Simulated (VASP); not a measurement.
Write the native input for VASP 6.6.1 that does the following.

```yaml
Task: single point
Functional: PBE
Potentials_or_basis: VASP PAW PBE potentials, release 64 (In_d, P)
Cutoff: 520 eV
k_mesh: 6 × 6 × 6
Occupations: gaussian, width 0.01 eV
Spin: non-collinear spin, zero start, spin-orbit coupling
Starting_moments: "[[0.0, 0.0, 0.0], [0.0, 0.0, 0.0]] μB"
Dipole_correction: no
Further_INCAR_settings: ALGO = Normal; EDIFF = 1e-06; NBANDS = 30
```

The structure of InP lies in POSCAR:

```
InP
1.0
    0.0000000000      2.9305000000      2.9305000000
    2.9305000000      0.0000000000      2.9305000000
    2.9305000000      2.9305000000      0.0000000000
In P
1 1
Direct
    0.0000000000      0.0000000000      0.0000000000
    0.2500000000      0.2500000000      0.2500000000
```

These files were run (other wordings do the same):

INCAR

```
PREC     = Accurate       # precision mode
ENCUT    = 520            # plane-wave cutoff, eV
EDIFF    = 1E-6           # SCF threshold, eV
ISMEAR   = 0              # smearing method
SIGMA    = 0.01           # smearing width, eV
LREAL    = False          # projectors in reciprocal space
LASPH    = True           # aspherical terms in the spheres
NELM     = 150            # most SCF steps
ALGO     = Normal         # electronic algorithm
ISIF     = 2              # what is computed and relaxed
LWAVE    = False          # write WAVECAR
LCHARG   = True           # write CHGCAR
LNONCOLLINEAR= True           # non-collinear magnetism
MAGMOM   = 0 0 0 0 0 0    # initial moments
LORBIT   = 11             # projections on sites
LSORBIT  = True           # spin-orbit coupling
GGA_COMPAT= False        
LORBMOM  = True         
GGA      = PE             # functional
LVHAR    = True         
NBANDS   = 30             # bands
```

KPOINTS

```
regular mesh
0
Gamma
  6 6 6
```

Potentials or basis: VASP PAW PBE potentials, release 64 (In_d, P).

The run is started by

```console
$ cat potpaw_PBE.64/In_d/POTCAR potpaw_PBE.64/P/POTCAR > POTCAR
$ mpirun -np 1 vasp_ncl > vasp.out
```

Results of the run:

```
Pressure                                              : 3.2 GPa
Net moment                                            : 0.00 μB per cell
Valence electrons inside the program's atomic spheres : In 11.50; P 2.53
```

Wall time 32 s on 1 thread of Intel(R) Xeon(R) 6975P-C (Granite Rapids), on a shared host, peak memory 0.32 GiB.
